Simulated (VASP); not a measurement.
**Pt: single point with BLYP**

Pt:

```
Pt
1.0
     4.56872    0.00000    0.00000
    -2.28436    3.95663    0.00000
     0.00000    0.00000    2.71702
Pt
3
Direct
  0.00000 0.00000 0.00000
  0.33333 0.66667 0.50000
  0.66667 0.33333 0.50000
```

This isn't the form of Pt at room conditions, which is fcc.

```
Program                : VASP 6.6.1
Task                   : single point
Functional             : BLYP
Potentials or basis    : VASP PAW PBE potentials, release 64 (Pt)
Cutoff                 : 520 eV
k mesh                 : 9 × 9 × 13
Occupations            : fermi-dirac, width 0.1 eV
Spin                   : no spin polarisation
Dipole correction      : no
Further INCAR settings : ALGO = Normal; EDIFF = 1e-07; NBANDS = 22
```

- Pressure: 9.7 GPa
- Band gap on the k mesh: zero (bands 15 and 16 overlap by 1.20 eV)

Stress tensor (GPa, compression positive):
```
 9.43  0.00  0.00
 0.00  9.43  0.00
 0.00  0.00 10.27
```

Levels at points of the mesh, in eV from the Fermi level:
```
           k point  band 11  band 12  band 13  band 14  band 15  band 16  band 17  band 18  band 19  band 20
(0.00, 0.00, 0.00)    -1.83    -1.83    -1.71    -1.71     0.29     0.29     4.75     5.70     7.26     7.26
```

Wall time 69 s on 1 thread of AMD EPYC 7R13 Processor (Zen 3), on a shared host, peak memory 0.18 GiB.

Caveat: the cell stands under pressure; the PAW data sets were made with another functional, which shifts forces and pressure a little; spin-orbit coupling is left out, which moves the levels of the heavy elements.
